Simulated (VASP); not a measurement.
A run of VASP 6.6.1 is set up as follows.

INCAR

```
SYSTEM = ScAl3
PREC = Accurate
ENCUT = 520
EDIFF = 1E-7
ISMEAR = 0
SIGMA = 0.1
LREAL = .FALSE.
LASPH = .TRUE.
NELM = 60
ALGO = Normal
ISIF = 2
LWAVE = .FALSE.
LCHARG = .FALSE.
GGA = PS
NBANDS = 18
```

The input KPOINTS:

```
Automatic mesh
0
G
  10 10 10
  0 0 0
```

File POSCAR:

```
ScAl3
1.0
    4.1116111253      0.0000000000      0.0000000000
    0.0000000000      4.1116111253      0.0000000000
    0.0000000000      0.0000000000      4.1116111253
Sc Al
1 3
Direct
    0.0000000000      0.0000000000      0.0000000000
    0.5000000000      0.0000000000      0.5000000000
    0.0000000000      0.5000000000      0.5000000000
    0.5000000000      0.5000000000      0.0000000000
```

Potentials or basis: VASP PAW PBE potentials, release 64 (Sc_sv, Al).

Launch:

```console
$ cat potpaw_PBE.64/Sc_sv/POTCAR potpaw_PBE.64/Al/POTCAR > POTCAR
$ mpirun -np 1 vasp_std > vasp.out
```

Question: Estimate the band gap on the k mesh.

Answer: Zero (band 10 reaches 7.83 eV, above the bottom of band 11 at 4.12 eV).

Question: Estimate the pressure.

Answer: -2.5 GPa.

Caveat: the PAW data sets were made with another functional, which shifts forces and pressure a little.
